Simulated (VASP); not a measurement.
Crystal: HgTe.

```
CELL_PARAMETERS angstrom
0.00000 3.22350 3.22350
3.22350 0.00000 3.22350
3.22350 3.22350 0.00000
ATOMIC_POSITIONS crystal
Hg 0.00000 0.00000 0.00000
Te 0.25000 0.25000 0.25000
```

```yaml
Program: VASP 6.6.1
Task: relaxation of cell and atoms
Functional: PBE
Potentials_or_basis: VASP PAW PBE potentials, release 64 (Hg, Te)
Cutoff: 600 eV
k_mesh: 12 × 12 × 12
Occupations: gaussian, width 0.1 eV
Spin: no spin polarisation
```

At the start: pressure 4.2 GPa; volume 33.50 Å³/atom.

Q: Where does the relaxation end?

A: Over 3 steps the energy falls by 39.3 meV/atom and the volume is 36.81 Å³/atom (+9.9 %); space group F-43m (No. 216, to 0.05 Å).

Step by step:
```csv
step,energy change (eV),largest force (eV/Å),pressure (GPa),volume (Å³)
1,0.0000,0.0000,4.16,66.99
2,-0.0723,0.0000,-0.91,75.78
3,-0.0785,0.0000,0.02,73.62
```

Final structure:
```xyz
2
Lattice="0.0000 3.3265 3.3265 3.3265 0.0000 3.3265 3.3265 3.3265 0.0000" Properties=species:S:1:pos:R:3 pbc="T T T"
Hg    0.0000    0.0000    0.0000
Te    1.6632    1.6632    1.6632
```
